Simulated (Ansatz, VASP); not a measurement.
One calculation of GaN, two programs

```
Ga N
1.0
     0.00000    2.24895    2.18148
     2.24895    0.00000    2.18148
     2.24895    2.24895    0.00000
Ga N
1 1
Direct
  0.00000 0.00000 0.00000
  0.25000 0.25000 0.25000
```

Change from the starting cell: uniaxial_z strain -3.0%.

Alike in both runs: task single point; functional HSE06; k mesh 6 × 6 × 6; no spin polarisation.

|  | VASP | Ansatz |
| --- | --- | --- |
| version | VASP 6.6.1 | Ansatz 0.2.0 |
| potentials or method | VASP PAW PBE potentials, release 64 (Ga_d, N) | plane waves, PAW |
| plane-wave cutoff (eV) | 520 | 420 |
| occupations | gaussian, width 0.01 eV | fixed |
| valence electrons in the cell | 18 | 18 |

```csv
,VASP,Ansatz,Ansatz less VASP
gap on the k mesh at the Fermi level (eV),3.16,3.14,-0.020
pressure (GPa),6.2,6.4,+0.17
"traceless stress, the component that is largest in VASP (GPa)",2.47,2.44,-0.031
```

Ansatz's warnings: stress exchange threshold loose, stress scf threshold loose.
